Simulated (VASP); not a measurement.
Set up this calculation in VASP 6.6.1, as the native input.

- Task: single point
- Functional: PBE
- Potentials or basis: VASP PAW PBE potentials, release 64 (Al, In_d, As)
- Cutoff: 520 eV
- k mesh: 6 × 6 × 6
- Occupations: gaussian, width 0.02 eV
- Spin: no spin polarisation
- Dipole correction: no
- Further INCAR settings: ALGO = Normal; EDIFF = 1e-06; NBANDS = 41

The structure of Al5InAs6 lies in POSCAR:

```
Al5InAs6
1.0
    3.5430338920      2.0455715880      6.7260116949
   -3.5430338920      2.0455715880      6.7260116949
    0.0000000000     -4.0911431259      6.7260117101
Al In As
5 1 6
Direct
    0.1623570000      0.5039830000      0.8335050000
    0.5039830000      0.8335050000      0.1623570000
    0.8335050000      0.1623570000      0.5039830000
    0.0015000000      0.0015000000      0.0015000000
    0.6642740000      0.6642740000      0.6642740000
    0.3333760000      0.3333760000      0.3333760000
    0.0233080000      0.3798770000      0.7271950000
    0.3798770000      0.7271950000      0.0233080000
    0.7271950000      0.0233080000      0.3798770000
    0.8774910000      0.8774910000      0.8774910000
    0.2023990000      0.2023990000      0.2023990000
    0.5397360000      0.5397360000      0.5397360000
```

These files were run (other wordings do the same):

INCAR

```
ALGO     = Normal         # electronic algorithm
EDIFF    = 1E-6           # SCF threshold, eV
ENCUT    = 520            # plane-wave cutoff, eV
GGA      = PE             # functional
ISIF     = 2              # what is computed and relaxed
ISMEAR   = 0              # smearing method
LASPH    = T              # aspherical terms in the spheres
LCHARG   = F              # write CHGCAR
LREAL    = F              # projectors in reciprocal space
LWAVE    = F              # write WAVECAR
NBANDS   = 41             # bands
NELM     = 60             # most SCF steps
PREC     = Accurate       # precision mode
SIGMA    = 0.02           # smearing width, eV
```

KPOINTS

```
k-points
0
Gamma
  6 6 6
```

Potentials or basis: VASP PAW PBE potentials, release 64 (Al, In_d, As).

Command:

```bash
$ cat potpaw_PBE.64/Al/POTCAR potpaw_PBE.64/In_d/POTCAR potpaw_PBE.64/As/POTCAR > POTCAR
$ mpirun -np 1 vasp_std > vasp.out
```

It gave:

The pressure is 0.1 GPa, the largest force is 0.006 eV/Å and the band gap on the k mesh is 1.35 eV.

Caveat: spin-orbit coupling is left out, which moves the levels of the heavy elements.

Run time: 7.6 min on 1 thread of Intel(R) Xeon(R) Platinum 8488C (Sapphire Rapids), on a shared host, peak memory 0.76 GiB.
